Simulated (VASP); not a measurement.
A run of VASP 6.6.1 is set up as follows.

File INCAR:

```
SYSTEM = TaN
PREC = Accurate
ENCUT = 520
EDIFF = 1E-6
ISMEAR = 0
SIGMA = 0.15
LREAL = .False.
LASPH = .True.
NELM = 60
ALGO = Normal
ISIF = 2
LWAVE = .False.
LCHARG = .False.
GGA = PS
NBANDS = 15
```

KPOINTS

```
regular mesh
0
Gamma
  18 18 18
  0 0 0
```

File POSCAR:

```
TaN
1.0
    0.0000000000      2.2879500000      2.1245250000
    2.2879500000      0.0000000000      2.1245250000
    2.2879500000      2.2879500000      0.0000000000
Ta N
1 1
Direct
    0.5000000000      0.5000000000      0.5000000000
    0.0000000000      0.0000000000      0.0000000000
```

Potentials or basis: VASP PAW PBE potentials, release 64 (Ta_pv, N).

Launch:

```bash
$ cat potpaw_PBE.64/Ta_pv/POTCAR potpaw_PBE.64/N/POTCAR > POTCAR
$ mpirun -np 1 vasp_std > vasp.out
```

(1) What does it give for the band gap on the k mesh?

(2) Predict the pressure.

Results:

(1) zero (band 8 reaches 10.41 eV, above the bottom of band 9 at 6.63 eV).

(2) -13.6 GPa.

Caveat: the cell differs from its parent crystal (strain +0.050 along x and y, -0.025 along z); the PAW data sets were made with another functional, which shifts forces and pressure a little; spin-orbit coupling is left out, which moves the levels of the heavy elements.
